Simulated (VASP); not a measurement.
# AlN (F-43m) in VASP: further runs

The runs below take AlN through single point, relaxation of cell and atoms, with PBE.

All numbers are computed with VASP 6.6.1; they aren't measurements. Logs are shortened: lines on timing, memory, paths and dates and some standing lists are left out, and cuts for length are marked.

## Step 1: The cell of the first run

It takes space group F-43m (No. 216, cubic). The conventional cell has a = 4.367 Å, b = 4.367 Å, c = 4.367 Å, α = 90.00°, β = 90.00°, γ = 90.00°. Al (site symmetry -43m) has 4 N at 1.89 Å within 2.5 Å. Within 2.5 Å of N (site symmetry -43m) lie 4 Al at 1.89 Å.

## Step 2: Single point, PBE

File INCAR:

```
SYSTEM = AlN
PREC = Accurate
ENCUT = 520
EDIFF = 1E-7
ISMEAR = 0
SIGMA = 0.01
LREAL = .False.
LASPH = .True.
NELM = 80
ALGO = Normal
ISIF = 2
LWAVE = .False.
LCHARG = .False.
GGA = PE
NBANDS = 11
```

File KPOINTS:

```
Automatic mesh
0
Gamma
  8 8 8
  0 0 0
```

File POSCAR:

```
AlN
1.0
    0.0000000000      2.1835070289      2.1835070289
    2.1835070289      0.0000000000      2.1835070289
    2.1835070289      2.1835070289      0.0000000000
Al N
1 1
Direct
    0.0000000000      0.0000000000      0.0000000000
    0.7500000000      0.7500000000      0.7500000000
```

Potentials or basis: VASP PAW PBE potentials, release 64 (Al, N).

Started as:

```sh
$ cat potpaw_PBE.64/Al/POTCAR potpaw_PBE.64/N/POTCAR > POTCAR
$ mpirun -np 1 vasp_std > vasp.out
```

OUTCAR:

```text
SYSTEM = AlN
   PREC = Accurate
   ENCUT = 520
   EDIFF = 1E-7
   ISMEAR = 0
   LREAL = .False.
   LASPH = .True.
   NELM = 80
   ISIF = 2
   GGA = PE

 ion  position               nearest neighbor table
   1  0.000  0.000  0.000-   2 1.89   2 1.89   2 1.89   2 1.89
   2  0.750  0.750  0.750-   1 1.89   1 1.89   1 1.89   1 1.89

  LATTYP: Found a face centered cubic cell.
 ALAT       =     4.3670140578

  Lattice vectors:

 A1 = (   0.0000000000,   2.1835070289,   2.1835070289)
 A2 = (   2.1835070289,   0.0000000000,   2.1835070289)
 A3 = (   2.1835070289,   2.1835070289,   0.0000000000)

Analysis of symmetry for initial positions (statically):
=====================================================================
 Subroutine PRICEL returns:
 Original cell was already a primitive cell.

 Routine SETGRP: Setting up the symmetry group for a
 face centered cubic supercell.

 Subroutine GETGRP returns: Found 24 space group operations
 (whereof 24 operations were pure point group operations)
 out of a pool of 48 trial point group operations.

The static configuration has the point symmetry T_d .

Analysis of symmetry for dynamics (positions and initial velocities):
=====================================================================
 Subroutine PRICEL returns:
 Original cell was already a primitive cell.

 Routine SETGRP: Setting up the symmetry group for a
 face centered cubic supercell.

 Subroutine GETGRP returns: Found 24 space group operations
 (whereof 24 operations were pure point group operations)
 out of a pool of 48 trial point group operations.

The dynamic configuration has the point symmetry T_d .

 Subroutine INISYM returns: Found 24 space group operations
 (whereof 24 operations are pure point group operations),
 and found     1 'primitive' translations

----------------------------------------------------------------------------------------

                                     Primitive cell

  volume of cell :      20.8206

  direct lattice vectors                    reciprocal lattice vectors
     0.000000000  2.183507029  2.183507029    -0.228989416  0.228989416  0.228989416
     2.183507029  0.000000000  2.183507029     0.228989416 -0.228989416  0.228989416
     2.183507029  2.183507029  0.000000000     0.228989416  0.228989416 -0.228989416

  length of vectors
     3.087945254  3.087945254  3.087945254     0.396621303  0.396621303  0.396621303

  position of ions in fractional coordinates (direct lattice)
     0.000000000  0.000000000  0.000000000
     0.750000000  0.750000000  0.750000000

  ion indices of the primitive-cell ions
   primitive index   ion index
                 1           1
                 2           2

----------------------------------------------------------------------------------------

 KPOINTS: Automatic mesh

Automatic generation of k-mesh.
 Grid dimensions read from file:
 generate k-points for:    8    8    8

 Generating k-lattice:

  Cartesian coordinates                     Fractional coordinates (reciprocal lattice)
    -0.028623677  0.028623677  0.028623677     0.125000000  0.000000000  0.000000000
     0.028623677 -0.028623677  0.028623677     0.000000000  0.125000000  0.000000000
     0.028623677  0.028623677 -0.028623677     0.000000000  0.000000000  0.125000000

  Length of vectors
     0.049577663  0.049577663  0.049577663

  Shift w.r.t. Gamma in fractional coordinates (k-lattice)
     0.000000000  0.000000000  0.000000000

 Subroutine IBZKPT returns following result:
 ===========================================

 Found     29 irreducible k-points:

 Following reciprocal coordinates:
            Coordinates               Weight
  0.000000  0.000000  0.000000      1.000000
  0.125000  0.000000  0.000000      8.000000
  0.250000  0.000000  0.000000      8.000000
  0.375000  0.000000  0.000000      8.000000
  0.500000  0.000000  0.000000      4.000000
  0.125000  0.125000  0.000000      6.000000
[... 16 lines left out ...]
  0.500000  0.250000  0.125000     48.000000
 -0.375000  0.250000  0.125000     24.000000
 [... further k-points ...]
   k-points           NKPTS =     29   k-points in BZ     NKDIM =     29   number of bands    NBANDS=     11
   number of dos      NEDOS =    301   number of ions     NIONS =      2
   total plane-waves  NPLWV =  13824
   dimension x,y,z NGX =    24 NGY =   24 NGZ =   24
   dimension x,y,z NGXF=    48 NGYF=   48 NGZF=   48
   ions per type =               1   1
   NGX,Y,Z   is equivalent  to a cutoff of  12.92, 12.92, 12.92 a.u.
   NGXF,Y,Z  is equivalent  to a cutoff of  25.84, 25.84, 25.84 a.u.
 SYSTEM =  AlN
   PREC   = accura    normal or accurate (medium, high low for compatibility)
   ISTART =      0    job   : 0-new  1-cont  2-samecut
   ICHARG =      2    charge: 1-file 2-atom 10-const
   ISPIN  =      1    spin polarized calculation?
   LNONCOLLINEAR =      F non collinear calculations
   LSORBIT =      F    spin-orbit coupling
   LASPH  =      T    aspherical Exc in radial PAW
   ENCUT  =  520.0 eV  38.22 Ry    6.18 a.u.   5.74  5.74  5.74*2*pi/ulx,y,z
   NELM   =     80;   NELMIN=  2; NELMDL= -5     # of ELM steps
   EDIFF  = 0.1E-06   stopping-criterion for ELM
   LREAL  =      F    real-space projection
   EDIFFG = 0.1E-05   stopping-criterion for IOM
   NSW    =      0    number of steps for IOM
   IBRION =     -1    ionic relax: 0-MD 1-quasi-New 2-CG
   NFREE  =      0    steps in history (QN), initial steepest desc. (CG)
   ISIF   =      2    stress and relaxation
   ISYM   =      2    0-nonsym 1-usesym 2-fastsym
   POTIM  = 0.5000    time-step for ionic-motion
   TEBEG  =    0.0;   TEEND  =   0.0 temperature during run
   PSTRESS=    0.0 pullay stress
   NELECT =       8.0000    total number of electrons
   NUPDOWN=      -1.0000    fix difference up-down
   EMIN   =  10.00;   EMAX   =-10.00  energy-range for DOS
   EFERMI =   0.00;   METHOD = LEGACY
   ISMEAR =     0;   SIGMA  =   0.01  broadening in eV -4-tet -1-fermi 0-gaus
   EFERMI_NEDOS =   21; number of points for ismear=-14 and -15
   IALGO  =     38    algorithm
   IMIX   =      4    mixing-type and parameters
     AMIX     =   0.40;   BMIX     =  1.00
     AMIX_MAG =   1.60;   BMIX_MAG =  1.00
  volume/ion in A,a.u.               =      10.41        70.25
  Fermi-wavevector in a.u.,A,eV,Ry     =   1.190164  2.249084 19.272529  1.416491
  Thomas-Fermi vector in A             =   2.326255
   LORBIT       =      0    0 simple, 1 ext, 2 COOP (PROOUT), +10 PAW based schemes
   GGA     = PE    functional components
   LHFCALC =     F    Hartree Fock is set to
   AEXX    =    0.0000 exact exchange contribution
   IVDW    =     0    specifies the selected vdW correction
   LEPSILON=     F    determine dielectric tensor
   LRPA    =     F    only Hartree local field effects (RPA)
 non-spin polarized calculation
 Gauss-broadening in eV      SIGMA  =   0.01
  energy-cutoff  :      520.00
  volume of cell :       20.82
 maximum number of plane-waves:       568
   NGX = 11   NGY = 11   NGZ = 11

 number of electron       8.0000000 magnetization

 Free energy of the ion-electron system (eV)
  ---------------------------------------------------
  ext. energy  EPLUGINS =         0.00000000
  ---------------------------------------------------
  free energy    TOTEN  =       -14.83993188 eV

  energy without entropy =      -14.83993188  energy(sigma->0) =      -14.83993188

 E-fermi :   6.0508     XC(G=0): -10.9365

 val. band max:        5.9762571929   @ k =   0.0000   0.0000   0.0000
 cond. band min:       9.2945497142   @ k =   0.5000   0.5000   0.0000
 fundamental gap:      3.3182925213
 Fermi energy:         6.0508408962

 k-point     1 :       0.0000    0.0000    0.0000
  band No.  band energies     occupation
      1      -9.0083      2.00000
      2       5.9763      2.00000
      3       5.9763      2.00000
      4       5.9763      2.00000
      5      10.1782      0.00000
      6      18.5433      0.00000
      7      18.5433      0.00000
      8      18.5433      0.00000
      9      23.6704      0.00000
     10      23.6704      0.00000
     11      25.0737      0.00000

 k-point     2 :       0.1250    0.0000    0.0000
  band No.  band energies     occupation
      1      -8.7810      2.00000
      2       4.7967      2.00000
      3       5.8977      2.00000
      4       5.8977      2.00000
      5      11.1197      0.00000
      6      17.9700      0.00000
      7      18.7159      0.00000
      8      18.7159      0.00000
      9      22.1311      0.00000
     10      22.1311      0.00000
     11      24.0245      0.00000

 k-point     3 :       0.2500    0.0000    0.0000
  band No.  band energies     occupation
      1      -8.1573      2.00000
      2       2.7159      2.00000
      3       5.7207      2.00000
      4       5.7207      2.00000
      5      12.4383      0.00000
      6      16.9531      0.00000
      7      18.3089      0.00000
      8      18.3089      0.00000
      9      22.2585      0.00000
     10      22.2585      0.00000
     11      23.2240      0.00000

 k-point     4 :       0.3750    0.0000    0.0000
  band No.  band energies     occupation
      1      -7.3686      2.00000
      2       0.8947      2.00000
      3       5.5594      2.00000
      4       5.5594      2.00000
      5      13.1624      0.00000
      6      16.1600      0.00000
      7      17.4658      0.00000
      8      17.4658      0.00000
      9      23.5180      0.00000
     10      24.2924      0.00000
     11      24.2924      0.00000
[... 239 lines left out ...]
 k-point    22 :       0.3750    0.2500    0.1250
  band No.  band energies     occupation
      1      -7.6557      2.00000
      2       2.4124      2.00000
      3       4.4994      2.00000
      4       5.3742      2.00000
      5      12.7898      0.00000
      6      16.5085      0.00000
      7      16.8377      0.00000
      8      19.2660      0.00000
      9      20.6345      0.00000
     10      25.1095      0.00000
     11      27.6244      0.00000

 k-point    23 :       0.5000    0.2500    0.1250
  band No.  band energies     occupation
      1      -6.9758      2.00000
      2       1.3535      2.00000
      3       3.9073      2.00000
      4       5.0462      2.00000
      5      13.0246      0.00000
      6      15.6225      0.00000
      7      17.5183      0.00000
      8      18.8681      0.00000
      9      22.0263      0.00000
     10      25.6405      0.00000
     11      27.7581      0.00000

 k-point    24 :      -0.3750    0.2500    0.1250
  band No.  band energies     occupation
      1      -6.6381      2.00000
      2       0.8343      2.00000
      3       3.7530      2.00000
      4       4.8596      2.00000
      5      13.0804      0.00000
      6      15.2372      0.00000
      7      18.1547      0.00000
      8      18.6684      0.00000
      9      23.1642      0.00000
     10      24.7575      0.00000
     11      28.0283      0.00000

 [... further k-points ...]

------------------------ aborting loop because EDIFF is reached ----------------------------------------

  FORCE on cell =-STRESS in cart. coord.  units (eV):
  Direction    XX          YY          ZZ          XY          YZ          ZX
  --------------------------------------------------------------------------------------
  -------------------------------------------------------------------------------------
  Total        0.6160031      0.6160031      0.6160031     -0.0000000      0.0000000     -0.0000000
  in kB       47.4023344     47.4023344     47.4023344     -0.0000000      0.0000000     -0.0000000
  external PRESSURE =      47.4023344 kB  Pullay stress =       0.0000000 kB

 VOLUME and BASIS-vectors are now :
 -----------------------------------------------------------------------------
  energy-cutoff  :      520.00
  volume of cell :       20.82
      direct lattice vectors                 reciprocal lattice vectors
     0.000000000  2.183507029  2.183507029    -0.228989416  0.228989416  0.228989416
     2.183507029  0.000000000  2.183507029     0.228989416 -0.228989416  0.228989416
     2.183507029  2.183507029  0.000000000     0.228989416  0.228989416 -0.228989416

 POSITION                                       TOTAL-FORCE (eV/Angst)
 -----------------------------------------------------------------------------------
      0.00000      0.00000      0.00000         0.000000     -0.000000      0.000000
      3.27526      3.27526      3.27526        -0.000000      0.000000     -0.000000
 -----------------------------------------------------------------------------------
    total drift:                               -0.000000     -0.000000     -0.000000

  FREE ENERGIE OF THE ION-ELECTRON SYSTEM (eV)
  ---------------------------------------------------
  free  energy   TOTEN  =       -14.8399318814 eV

  energy  without entropy=      -14.8399318814  energy(sigma->0) =      -14.83993188
```

Run time: 6.1 s. Hardware: 1 thread of Intel Xeon Platinum 8259CL at 2.50GHz (Skylake/Cascade Lake), shared host; peak memory 0.13 GiB.

Results:

* Free energy: -14.8399 eV
* Pressure: 4.7 GPa
* Band gap on the k mesh: 3.32 eV, indirect (least direct gap 4.20 eV)

## Step 3: Single point, PBE

This run uses another cell than the first one, of 10.18 Å³/atom, 0.978 times its volume.

INCAR is that of step 2.

KPOINTS is that of step 2.

File POSCAR:

```
AlN
1.0
    0.0000000000      2.1671450411      2.1671450411
    2.1671450411      0.0000000000      2.1671450411
    2.1671450411      2.1671450411      0.0000000000
Al N
1 1
Direct
    0.0000000000      0.0000000000      0.0000000000
    0.7500000000      0.7500000000      0.7500000000
```

Potentials or basis: VASP PAW PBE potentials, release 64 (Al, N).

Started as:

```sh
$ cat potpaw_PBE.64/Al/POTCAR potpaw_PBE.64/N/POTCAR > POTCAR
$ mpirun -np 1 vasp_std > vasp.out
```

OUTCAR:

```text
SYSTEM = AlN
   PREC = Accurate
   ENCUT = 520
   EDIFF = 1E-7
   ISMEAR = 0
   LREAL = .False.
   LASPH = .True.
   NELM = 80
   ISIF = 2
   GGA = PE

 ion  position               nearest neighbor table
   1  0.000  0.000  0.000-   2 1.88   2 1.88   2 1.88   2 1.88
   2  0.750  0.750  0.750-   1 1.88   1 1.88   1 1.88   1 1.88

  LATTYP: Found a face centered cubic cell.
 ALAT       =     4.3342900822

  Lattice vectors:

 A1 = (   0.0000000000,   2.1671450411,   2.1671450411)
 A2 = (   2.1671450411,   0.0000000000,   2.1671450411)
 A3 = (   2.1671450411,   2.1671450411,   0.0000000000)

Analysis of symmetry for initial positions (statically):
=====================================================================
 Subroutine PRICEL returns:
 Original cell was already a primitive cell.

 Routine SETGRP: Setting up the symmetry group for a
 face centered cubic supercell.

 Subroutine GETGRP returns: Found 24 space group operations
 (whereof 24 operations were pure point group operations)
 out of a pool of 48 trial point group operations.

The static configuration has the point symmetry T_d .

Analysis of symmetry for dynamics (positions and initial velocities):
=====================================================================
 Subroutine PRICEL returns:
 Original cell was already a primitive cell.

 Routine SETGRP: Setting up the symmetry group for a
 face centered cubic supercell.

 Subroutine GETGRP returns: Found 24 space group operations
 (whereof 24 operations were pure point group operations)
 out of a pool of 48 trial point group operations.

The dynamic configuration has the point symmetry T_d .

 Subroutine INISYM returns: Found 24 space group operations
 (whereof 24 operations are pure point group operations),
 and found     1 'primitive' translations

----------------------------------------------------------------------------------------

                                     Primitive cell

  volume of cell :      20.3561

[... 115 lines left out ...]
   AEXX    =    0.0000 exact exchange contribution
   IVDW    =     0    specifies the selected vdW correction
   LEPSILON=     F    determine dielectric tensor
   LRPA    =     F    only Hartree local field effects (RPA)
 non-spin polarized calculation
 Gauss-broadening in eV      SIGMA  =   0.01
  energy-cutoff  :      520.00
  volume of cell :       20.36
 maximum number of plane-waves:       568
   NGX = 11   NGY = 11   NGZ = 11

 number of electron       7.9999999 magnetization

 Free energy of the ion-electron system (eV)
  ---------------------------------------------------
  ext. energy  EPLUGINS =         0.00000000
  ---------------------------------------------------
  free energy    TOTEN  =       -14.81879395 eV

  energy without entropy =      -14.81879395  energy(sigma->0) =      -14.81879395

 E-fermi :   6.2450     XC(G=0): -11.0354

 val. band max:        6.1915331656   @ k =   0.0000   0.0000   0.0000
 cond. band min:       9.5208231732   @ k =   0.5000   0.5000   0.0000
 fundamental gap:      3.3292900075
 Fermi energy:         6.2449604797

 k-point     1 :       0.0000    0.0000    0.0000
  band No.  band energies     occupation
      1      -8.9252      2.00000
      2       6.1915      2.00000
      3       6.1915      2.00000
      4       6.1915      2.00000
      5      10.5949      0.00000
      6      18.9838      0.00000
      7      18.9838      0.00000
      8      18.9838      0.00000
      9      24.0674      0.00000
     10      24.0674      0.00000
     11      25.5156      0.00000
[... 309 lines left out ...]
 k-point    24 :      -0.3750    0.2500    0.1250
  band No.  band energies     occupation
      1      -6.4766      2.00000
      2       0.9678      2.00000
      3       3.9414      2.00000
      4       5.0608      2.00000
      5      13.3688      0.00000
      6      15.6543      0.00000
      7      18.5922      0.00000
      8      19.0906      0.00000
      9      23.6752      0.00000
     10      25.2293      0.00000
     11      28.5675      0.00000

 [... further k-points ...]

------------------------ aborting loop because EDIFF is reached ----------------------------------------

  FORCE on cell =-STRESS in cart. coord.  units (eV):
  Direction    XX          YY          ZZ          XY          YZ          ZX
  --------------------------------------------------------------------------------------
  -------------------------------------------------------------------------------------
  Total        1.2364008      1.2364008      1.2364008      0.0000000     -0.0000000      0.0000000
  in kB       97.3141347     97.3141347     97.3141347      0.0000000     -0.0000000      0.0000000
  external PRESSURE =      97.3141347 kB  Pullay stress =       0.0000000 kB

 VOLUME and BASIS-vectors are now :
 -----------------------------------------------------------------------------
  energy-cutoff  :      520.00
  volume of cell :       20.36
      direct lattice vectors                 reciprocal lattice vectors
     0.000000000  2.167145041  2.167145041    -0.230718291  0.230718291  0.230718291
     2.167145041  0.000000000  2.167145041     0.230718291 -0.230718291  0.230718291
     2.167145041  2.167145041  0.000000000     0.230718291  0.230718291 -0.230718291

 POSITION                                       TOTAL-FORCE (eV/Angst)
 -----------------------------------------------------------------------------------
      0.00000      0.00000      0.00000        -0.000000      0.000000      0.000000
      3.25072      3.25072      3.25072         0.000000     -0.000000     -0.000000
 -----------------------------------------------------------------------------------
    total drift:                               -0.000000     -0.000000     -0.000000

  FREE ENERGIE OF THE ION-ELECTRON SYSTEM (eV)
  ---------------------------------------------------
  free  energy   TOTEN  =       -14.8187939497 eV

  energy  without entropy=      -14.8187939497  energy(sigma->0) =      -14.81879395
```

Wall time 7.3 s (1 thread of Intel Xeon Platinum 8259CL at 2.50GHz (Skylake/Cascade Lake), shared host); peak memory 0.13 GiB.

Results:

- Free energy: -14.8188 eV
- Pressure: 9.7 GPa
- Band gap on the k mesh: 3.33 eV, indirect (least direct gap 4.40 eV)

Levels at points of the mesh, in eV from the valence-band top:
```csv
k point,band 1,band 2,band 3,band 4,band 5,band 6,band 7,band 8,band 9
"(0.00, 0.00, 0.00)",-15.12,0.00,0.00,0.00,4.40,12.79,12.79,12.79,17.88
"(0.50, 0.00, 0.00)",-13.00,-5.95,-0.48,-0.48,7.59,10.02,11.29,11.29,18.30
"(0.50, 0.50, 0.00)",-12.34,-4.97,-1.80,-1.80,3.33,8.76,14.28,16.03,16.03
```

(Continued in part 2 of 2.)
